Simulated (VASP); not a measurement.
# MnS (Fm-3m) in VASP: a series of runs

MnS is run at these levels: PBEsol; tasks: single point.

Everything below comes from runs of VASP 6.6.1. Logs are shortened: lines on timing, memory, paths and dates and some standing lists are left out, and cuts for length are marked.

**1. The cell of the first run**

Symmetry: Fm-3m, No. 225, cubic system. Conventional cell: a = 5.209 Å, b = 5.209 Å, c = 5.209 Å, α = 90.00°, β = 90.00°, γ = 90.00°. Mn (site symmetry m-3m) has 6 S at 2.60 Å within 3.4 Å. S (site symmetry m-3m) has 6 Mn at 2.60 Å within 3.4 Å.

**2. Single point, PBEsol, collinear spin, ferromagnetic start**

INCAR

```
PREC = Accurate
ENCUT = 520
EDIFF = 1E-7
ISMEAR = -1
SIGMA = 0.05
LREAL = F
LASPH = T
NELM = 150
ALGO = Normal
ISIF = 2
LWAVE = F
LCHARG = T
ISPIN = 2
MAGMOM = 5 0
LORBIT = 11
NUPDOWN = 5.0
LMAXMIX = 4
GGA = PS
LELF = T
LVHAR = T
NBANDS = 20
```

KPOINTS

```
Automatic mesh
0
Gamma
  7 7 7
```

POSCAR

```
MnS
1.0
    0.0000000000      2.6045000000      2.6045000000
    2.6045000000      0.0000000000      2.6045000000
    2.6045000000      2.6045000000      0.0000000000
Mn S
1 1
Direct
    0.0000000000      0.0000000000      0.0000000000
    0.5000000000      0.5000000000      0.5000000000
```

Potentials or basis: VASP PAW PBE potentials, release 64 (Mn_pv, S).

Command:

```console
$ cat potpaw_PBE.64/Mn_pv/POTCAR potpaw_PBE.64/S/POTCAR > POTCAR
$ mpirun -np 1 vasp_std > vasp.out
```

OUTCAR:

```text
PREC = Accurate
   ENCUT = 520
   EDIFF = 1E-7
   ISMEAR = -1
   LREAL = F
   LASPH = T
   NELM = 150
   ISIF = 2
   ISPIN = 2
   LORBIT = 11
   NUPDOWN = 5.0
   GGA = PS

 ion  position               nearest neighbor table
   1  0.000  0.000  0.000-   2 2.60   2 2.60   2 2.60   2 2.60   2 2.60   2 2.60
   2  0.500  0.500  0.500-   1 2.60   1 2.60   1 2.60   1 2.60   1 2.60   1 2.60

  LATTYP: Found a face centered cubic cell.
 ALAT       =     5.2090000000

  Lattice vectors:

 A1 = (   0.0000000000,   2.6045000000,   2.6045000000)
 A2 = (   2.6045000000,   0.0000000000,   2.6045000000)
 A3 = (   2.6045000000,   2.6045000000,   0.0000000000)

Analysis of symmetry for initial positions (statically):
=====================================================================
 Subroutine PRICEL returns:
 Original cell was already a primitive cell.

 Routine SETGRP: Setting up the symmetry group for a
 face centered cubic supercell.

 Subroutine GETGRP returns: Found 48 space group operations
 (whereof 48 operations were pure point group operations)
 out of a pool of 48 trial point group operations.

The static configuration has the point symmetry O_h .

Analysis of symmetry for dynamics (positions and initial velocities):
=====================================================================
 Subroutine PRICEL returns:
 Original cell was already a primitive cell.

 Routine SETGRP: Setting up the symmetry group for a
 face centered cubic supercell.

 Subroutine GETGRP returns: Found 48 space group operations
 (whereof 48 operations were pure point group operations)
 out of a pool of 48 trial point group operations.

The dynamic configuration has the point symmetry O_h .

Analysis of structural, dynamic, and magnetic symmetry:
=====================================================================
 Subroutine PRICEL returns:
 Original cell was already a primitive cell.

 Routine SETGRP: Setting up the symmetry group for a
 face centered cubic supercell.

 Subroutine GETGRP returns: Found 48 space group operations
 (whereof 48 operations were pure point group operations)
 out of a pool of 48 trial point group operations.

The overall configuration has the point symmetry O_h .

 Subroutine INISYM returns: Found 48 space group operations
 (whereof 48 operations are pure point group operations),
 and found     1 'primitive' translations

----------------------------------------------------------------------------------------

                                     Primitive cell

  volume of cell :      35.3348

  direct lattice vectors                    reciprocal lattice vectors
     0.000000000  2.604500000  2.604500000    -0.191975427  0.191975427  0.191975427
     2.604500000  0.000000000  2.604500000     0.191975427 -0.191975427  0.191975427
     2.604500000  2.604500000  0.000000000     0.191975427  0.191975427 -0.191975427

  length of vectors
     3.683319223  3.683319223  3.683319223     0.332511194  0.332511194  0.332511194

  position of ions in fractional coordinates (direct lattice)
[... 8 lines left out ...]
----------------------------------------------------------------------------------------

 KPOINTS: Automatic mesh

Automatic generation of k-mesh.
 Grid dimensions read from file:
 generate k-points for:    7    7    7

 Generating k-lattice:

  Cartesian coordinates                     Fractional coordinates (reciprocal lattice)
    -0.027425061  0.027425061  0.027425061     0.142857143  0.000000000  0.000000000
     0.027425061 -0.027425061  0.027425061     0.000000000  0.142857143  0.000000000
     0.027425061  0.027425061 -0.027425061     0.000000000  0.000000000  0.142857143

  Length of vectors
     0.047501599  0.047501599  0.047501599

  Shift w.r.t. Gamma in fractional coordinates (k-lattice)
     0.000000000  0.000000000  0.000000000

 Subroutine IBZKPT returns following result:
 ===========================================

 Found     20 irreducible k-points:

 Following reciprocal coordinates:
            Coordinates               Weight
  0.000000  0.000000  0.000000      1.000000
  0.142857  0.000000  0.000000      8.000000
  0.285714  0.000000  0.000000      8.000000
  0.428571  0.000000  0.000000      8.000000
  0.142857  0.142857  0.000000      6.000000
  0.285714  0.142857  0.000000     24.000000
[... 12 lines left out ...]
 -0.428571  0.428571  0.142857     24.000000
 -0.285714  0.428571  0.142857     24.000000
   k-points           NKPTS =     20   k-points in BZ     NKDIM =     20   number of bands    NBANDS=     20
   number of dos      NEDOS =    301   number of ions     NIONS =      2
   total plane-waves  NPLWV =  21952
   dimension x,y,z NGX =    28 NGY =   28 NGZ =   28
   dimension x,y,z NGXF=    56 NGYF=   56 NGZF=   56
   ions per type =               1   1
   NGX,Y,Z   is equivalent  to a cutoff of  12.64, 12.64, 12.64 a.u.
   NGXF,Y,Z  is equivalent  to a cutoff of  25.28, 25.28, 25.28 a.u.
 SYSTEM =  unknown system
   PREC   = accura    normal or accurate (medium, high low for compatibility)
   ISTART =      0    job   : 0-new  1-cont  2-samecut
   ICHARG =      2    charge: 1-file 2-atom 10-const
   ISPIN  =      2    spin polarized calculation?
   LNONCOLLINEAR =      F non collinear calculations
   LSORBIT =      F    spin-orbit coupling
   LASPH  =      T    aspherical Exc in radial PAW
   ENCUT  =  520.0 eV  38.22 Ry    6.18 a.u.   6.85  6.85  6.85*2*pi/ulx,y,z
   NELM   =    150;   NELMIN=  2; NELMDL= -5     # of ELM steps
   EDIFF  = 0.1E-06   stopping-criterion for ELM
   LREAL  =      F    real-space projection
   EDIFFG = 0.1E-05   stopping-criterion for IOM
   NSW    =      0    number of steps for IOM
   IBRION =     -1    ionic relax: 0-MD 1-quasi-New 2-CG
   NFREE  =      0    steps in history (QN), initial steepest desc. (CG)
   ISIF   =      2    stress and relaxation
   ISYM   =      2    0-nonsym 1-usesym 2-fastsym
   POTIM  = 0.5000    time-step for ionic-motion
   TEBEG  =    0.0;   TEEND  =   0.0 temperature during run
   PSTRESS=    0.0 pullay stress
   NELECT =      19.0000    total number of electrons
   NUPDOWN=       5.0000    fix difference up-down
   EMIN   =  10.00;   EMAX   =-10.00  energy-range for DOS
   EFERMI =   0.00;   METHOD = LEGACY
   ISMEAR =    -1;   SIGMA  =   0.05  broadening in eV -4-tet -1-fermi 0-gaus
   EFERMI_NEDOS =   21; number of points for ismear=-14 and -15
   IALGO  =     38    algorithm
   IMIX   =      4    mixing-type and parameters
     AMIX     =   0.40;   BMIX     =  1.00
     AMIX_MAG =   1.60;   BMIX_MAG =  1.00
  volume/ion in A,a.u.               =      17.67       119.23
  Fermi-wavevector in a.u.,A,eV,Ry     =   1.331246  2.515690 24.112464  1.772216
  Thomas-Fermi vector in A             =   2.460272
   LORBIT       =     11    0 simple, 1 ext, 2 COOP (PROOUT), +10 PAW based schemes
   GGA     = PS    functional components
   LHFCALC =     F    Hartree Fock is set to
   AEXX    =    0.0000 exact exchange contribution
   IVDW    =     0    specifies the selected vdW correction
   LEPSILON=     F    determine dielectric tensor
   LRPA    =     F    only Hartree local field effects (RPA)
 spin polarized calculation
  energy-cutoff  :      520.00
  volume of cell :       35.33
 maximum number of plane-waves:       966
   NGX = 13   NGY = 13   NGZ = 13

 number of electron      18.9999989 magnetization       4.9999995

 Free energy of the ion-electron system (eV)
  ---------------------------------------------------
  ext. energy  EPLUGINS =         0.00000000
  ---------------------------------------------------
  free energy    TOTEN  =       -14.78081147 eV

  energy without entropy =      -14.78074610  energy(sigma->0) =      -14.78077878

 E-fermi :   5.4161     XC(G=0): -10.7928

 val. band max:        6.8502927735   @ k =  -0.2857   0.1429   0.0000
 cond. band min:       5.8035622928   @ k =   0.4286   0.4286   0.0000
 fundamental gap:     -1.0467304807
 Fermi energy:         7.2138437563

 spin component 1

 k-point     1 :       0.0000    0.0000    0.0000
  band No.  band energies     occupation
      1     -44.0788      1.00000
      2     -44.0788      1.00000
      3     -44.0788      1.00000
      4      -8.0109      1.00000
      5       3.0679      1.00000
      6       3.0679      1.00000
[... 12 lines left out ...]
     19      18.3008      0.00000
     20      18.5479      0.00000

 k-point     2 :       0.1429    0.0000    0.0000
  band No.  band energies     occupation
      1     -44.0804      1.00000
      2     -44.0791      1.00000
      3     -44.0791      1.00000
      4      -7.8034      1.00000
      5       2.5420      1.00000
      6       2.6856      1.00000
[... 406 lines left out ...]
 k-point    20 :      -0.2857    0.4286    0.1429
  band No.  band energies     occupation
      1     -44.0845      1.00000
      2     -44.0841      1.00000
      3     -44.0816      1.00000
      4      -6.4106      1.00000
      5       0.8895      1.00000
      6       1.0645      1.00000
[... 12 lines left out ...]
     19      21.9121      0.00000
     20      23.2429      0.00000
 Fermi energy:         5.4160660617

 spin component 2

 k-point     1 :       0.0000    0.0000    0.0000
  band No.  band energies     occupation
      1     -39.4362      1.00000
      2     -39.4362      1.00000
      3     -39.4362      1.00000
      4      -7.5844      1.00000
      5       5.0633      0.99914
      6       5.0633      0.99914
[... 12 lines left out ...]
     19      19.4928      0.00000
     20      20.3081      0.00000

 k-point     2 :       0.1429    0.0000    0.0000
  band No.  band energies     occupation
      1     -39.4383      1.00000
      2     -39.4365      1.00000
      3     -39.4365      1.00000
      4      -7.3862      1.00000
      5       3.7178      1.00000
      6       4.5104      1.00000
[... 406 lines left out ...]
 k-point    20 :      -0.2857    0.4286    0.1429
  band No.  band energies     occupation
      1     -39.4439      1.00000
      2     -39.4434      1.00000
      3     -39.4400      1.00000
      4      -6.0424      1.00000
      5       1.7354      1.00000
      6       1.7435      1.00000
[... 12 lines left out ...]
     19      22.6047      0.00000
     20      24.0090      0.00000

------------------------ aborting loop because EDIFF is reached ----------------------------------------

  FORCE on cell =-STRESS in cart. coord.  units (eV):
  Direction    XX          YY          ZZ          XY          YZ          ZX
  --------------------------------------------------------------------------------------
  -------------------------------------------------------------------------------------
  Total       -0.6645348     -0.6645348     -0.6645348      0.0000000      0.0000000      0.0000000
  in kB      -30.1318096    -30.1318096    -30.1318096      0.0000000      0.0000000      0.0000000
  external PRESSURE =     -30.1318096 kB  Pullay stress =       0.0000000 kB

 VOLUME and BASIS-vectors are now :
 -----------------------------------------------------------------------------
  energy-cutoff  :      520.00
  volume of cell :       35.33
      direct lattice vectors                 reciprocal lattice vectors
     0.000000000  2.604500000  2.604500000    -0.191975427  0.191975427  0.191975427
     2.604500000  0.000000000  2.604500000     0.191975427 -0.191975427  0.191975427
     2.604500000  2.604500000  0.000000000     0.191975427  0.191975427 -0.191975427

 POSITION                                       TOTAL-FORCE (eV/Angst)
 -----------------------------------------------------------------------------------
      0.00000      0.00000      0.00000         0.000000     -0.000000     -0.000000
      2.60450      2.60450      2.60450        -0.000000      0.000000      0.000000
 -----------------------------------------------------------------------------------
    total drift:                               -0.000000      0.000000      0.000000

  FREE ENERGIE OF THE ION-ELECTRON SYSTEM (eV)
  ---------------------------------------------------
  free  energy   TOTEN  =       -14.7808114654 eV

  energy  without entropy=      -14.7807461011  energy(sigma->0) =      -14.78077878

 total charge

# of ion       s       p       d       tot
------------------------------------------
    1        0.220   6.169   4.910  11.300
    2        1.318   2.399   0.000   3.718
--------------------------------------------------
tot          1.539   8.568   4.910  15.017

 magnetization (x)

# of ion       s       p       d       tot
------------------------------------------
    1        0.052   0.041   4.308   4.400
    2        0.027   0.137   0.000   0.165
--------------------------------------------------
tot          0.079   0.178   4.308   4.565
```

Run time: 18 s. Hardware: 1 thread of Intel Xeon Platinum 8559C (Emerald Rapids), shared host; peak memory 0.17 GiB.

What came out:

```
Free energy                                           : -14.7808 eV
Pressure                                              : -3.0 GPa
Net moment                                            : 5.00 μB per cell
Site moments                                          : Mn +4.40; S +0.17 μB
Valence electrons inside the program's atomic spheres : Mn 11.30; S 3.72
```

Caveat: the PAW data sets were made with another functional, which shifts forces and pressure a little; the total moment is fixed, so each spin has its own Fermi level; a cell with one magnetic atom can't hold antiferromagnetic order, which such compounds often take.

**3. Single point, PBEsol, collinear spin, ferromagnetic start**

INCAR

```
SYSTEM = MnS
PREC = Accurate
ENCUT = 520
EDIFF = 1E-6
ISMEAR = -1
SIGMA = 0.05
LREAL = .FALSE.
LASPH = .TRUE.
NELM = 150
ALGO = Normal
ISIF = 2
LWAVE = .FALSE.
LCHARG = .TRUE.
ISPIN = 2
MAGMOM = 6 0
LORBIT = 11
NUPDOWN = 6.0
LMAXMIX = 4
GGA = PS
LELF = .TRUE.
LVHAR = .TRUE.
NBANDS = 20
```

KPOINTS

```
regular mesh
0
G
  7 7 7
  0 0 0
```

POSCAR is that of step 2.

Potentials or basis: VASP PAW PBE potentials, release 64 (Mn_pv, S).

Command:

```console
$ cat potpaw_PBE.64/Mn_pv/POTCAR potpaw_PBE.64/S/POTCAR > POTCAR
$ mpirun -np 1 vasp_std > vasp.out
```

OUTCAR:

```text
SYSTEM = MnS
   PREC = Accurate
   ENCUT = 520
   EDIFF = 1E-6
   ISMEAR = -1
   LREAL = .FALSE.
   LASPH = .TRUE.
   NELM = 150
   ISIF = 2
   ISPIN = 2
   LORBIT = 11
   NUPDOWN = 6.0
   GGA = PS

 ion  position               nearest neighbor table
   1  0.000  0.000  0.000-   2 2.60   2 2.60   2 2.60   2 2.60   2 2.60   2 2.60
   2  0.500  0.500  0.500-   1 2.60   1 2.60   1 2.60   1 2.60   1 2.60   1 2.60

  LATTYP: Found a face centered cubic cell.
 ALAT       =     5.2090000000

  Lattice vectors:

 A1 = (   0.0000000000,   2.6045000000,   2.6045000000)
 A2 = (   2.6045000000,   0.0000000000,   2.6045000000)
 A3 = (   2.6045000000,   2.6045000000,   0.0000000000)

Analysis of symmetry for initial positions (statically):
=====================================================================
 Subroutine PRICEL returns:
 Original cell was already a primitive cell.

 Routine SETGRP: Setting up the symmetry group for a
 face centered cubic supercell.

 Subroutine GETGRP returns: Found 48 space group operations
[... 650 lines left out ...]
      4      -7.5481      1.00000
      5       5.0785      0.00000
      6       5.0785      0.00000
[... 449 lines left out ...]
     19      22.7116      0.00000
     20      24.1391      0.00000

------------------------ aborting loop because EDIFF is reached ----------------------------------------

  FORCE on cell =-STRESS in cart. coord.  units (eV):
  Direction    XX          YY          ZZ          XY          YZ          ZX
  --------------------------------------------------------------------------------------
  -------------------------------------------------------------------------------------
  Total        1.9626235      1.9626235      1.9626235      0.0000000      0.0000000      0.0000000
  in kB       88.9906759     88.9906759     88.9906759      0.0000000      0.0000000      0.0000000
  external PRESSURE =      88.9906759 kB  Pullay stress =       0.0000000 kB

 VOLUME and BASIS-vectors are now :
 -----------------------------------------------------------------------------
  energy-cutoff  :      520.00
  volume of cell :       35.33
      direct lattice vectors                 reciprocal lattice vectors
     0.000000000  2.604500000  2.604500000    -0.191975427  0.191975427  0.191975427
     2.604500000  0.000000000  2.604500000     0.191975427 -0.191975427  0.191975427
     2.604500000  2.604500000  0.000000000     0.191975427  0.191975427 -0.191975427

 POSITION                                       TOTAL-FORCE (eV/Angst)
 -----------------------------------------------------------------------------------
      0.00000      0.00000      0.00000         0.000000     -0.000000      0.000000
      2.60450      2.60450      2.60450         0.000000      0.000000     -0.000000
 -----------------------------------------------------------------------------------
    total drift:                               -0.000000      0.000000      0.000000

  FREE ENERGIE OF THE ION-ELECTRON SYSTEM (eV)
  ---------------------------------------------------
  free  energy   TOTEN  =       -12.1875038176 eV

  energy  without entropy=      -12.1708639284  energy(sigma->0) =      -12.17918387

 total charge

# of ion       s       p       d       tot
------------------------------------------
    1        0.313   6.187   4.838  11.339
    2        1.360   2.272   0.000   3.632
--------------------------------------------------
tot          1.673   8.460   4.838  14.971

 magnetization (x)

# of ion       s       p       d       tot
------------------------------------------
    1        0.153   0.085   4.382   4.619
    2        0.063   0.405   0.000   0.468
--------------------------------------------------
tot          0.217   0.489   4.382   5.088
```

Wall time 15 s (1 thread of Intel Xeon Platinum 8559C (Emerald Rapids), shared host); peak memory 0.18 GiB.

Results:

```yaml
Free_energy: -12.1875 eV
Pressure: 8.9 GPa
Net_moment: 6.00 μB per cell
Site_moments: Mn +4.62; S +0.47 μB
Valence_electrons_inside_the_program's_atomic_spheres: Mn 11.34; S 3.63
```

Caveat: the PAW data sets were made with another functional, which shifts forces and pressure a little; the total moment is fixed, so each spin has its own Fermi level; a cell with one magnetic atom can't hold antiferromagnetic order, which such compounds often take.
